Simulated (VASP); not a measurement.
Wanted: the native input for a VASP 6.6.1 run.

- Task: single point
- Functional: PBE
- Potentials or basis: VASP PAW PBE potentials, release 64 (Li_sv, Cs_sv, Se, Ga_d)
- Cutoff: 520 eV
- k mesh: 3 × 3 × 3
- Occupations: fermi-dirac, width 0.1 eV
- Spin: no spin polarisation
- Dipole correction: no
- Further INCAR settings: ALGO = Normal; EDIFF = 1e-06; NBANDS = 46

The structure of Cs2LiGaSe6 lies in POSCAR:

```
Cs2LiGaSe6
1.0
    3.6008160000      6.2367930000      0.0000000000
   -3.6008160000      6.2367930000      0.0000000000
    0.0000000000      0.0000000000      5.8613380000
Li Cs Se Ga
1 2 6 1
Direct
    0.0000000000      0.0000000000      0.5000000000
    0.3333000000      0.3333000000      0.2699000000
    0.6666000000      0.6667000000      0.7301000000
    0.1388000000      0.1392000000      0.7618000000
    0.7220000000      0.1388000000      0.7618000000
    0.1392000000      0.7220000000      0.7618000000
    0.2780000000      0.8608000000      0.2382000000
    0.8608000000      0.8612000000      0.2382000000
    0.8612000000      0.2780000000      0.2382000000
    0.0000000000      0.0000000000      0.0000000000
```

One way to write it, as run:

INCAR

```
SYSTEM = Cs2LiGaSe6
PREC     = Accurate       ! precision mode
ENCUT    = 520            ! plane-wave cutoff, eV
EDIFF    = 1E-6           ! SCF threshold, eV
ISMEAR   = -1             ! smearing method
SIGMA    = 0.1            ! smearing width, eV
LREAL    = .False.        ! projectors in reciprocal space
LASPH    = .True.         ! aspherical terms in the spheres
NELM     = 80             ! most SCF steps
ALGO     = Normal         ! electronic algorithm
ISIF     = 2              ! what is computed and relaxed
LWAVE    = .False.        ! write WAVECAR
LCHARG   = .False.        ! write CHGCAR
GGA      = PE             ! functional
NBANDS   = 46             ! bands
```

KPOINTS

```
Automatic mesh
0
Gamma
  3 3 3
  0 0 0
```

Potentials or basis: VASP PAW PBE potentials, release 64 (Li_sv, Cs_sv, Se, Ga_d).

The run is started by

```sh
$ cat potpaw_PBE.64/Li_sv/POTCAR potpaw_PBE.64/Cs_sv/POTCAR potpaw_PBE.64/Se/POTCAR potpaw_PBE.64/Ga_d/POTCAR > POTCAR
$ mpirun -np 1 vasp_std > vasp.out
```

It gave:

The largest force is 4.526 eV/Å and the band gap on the k mesh is zero (bands 35 and 36 overlap by 0.19 eV).

Caveat: spin-orbit coupling is left out, which moves the levels of the heavy elements; forces of over 1 eV/Å act on the atoms, so gaps and moduli don't describe the material at rest.

Wall time 2.8 min on 1 thread of Intel(R) Xeon(R) Platinum 8259CL CPU @ 2.50GHz (Skylake/Cascade Lake), on a shared host, peak memory 0.43 GiB.
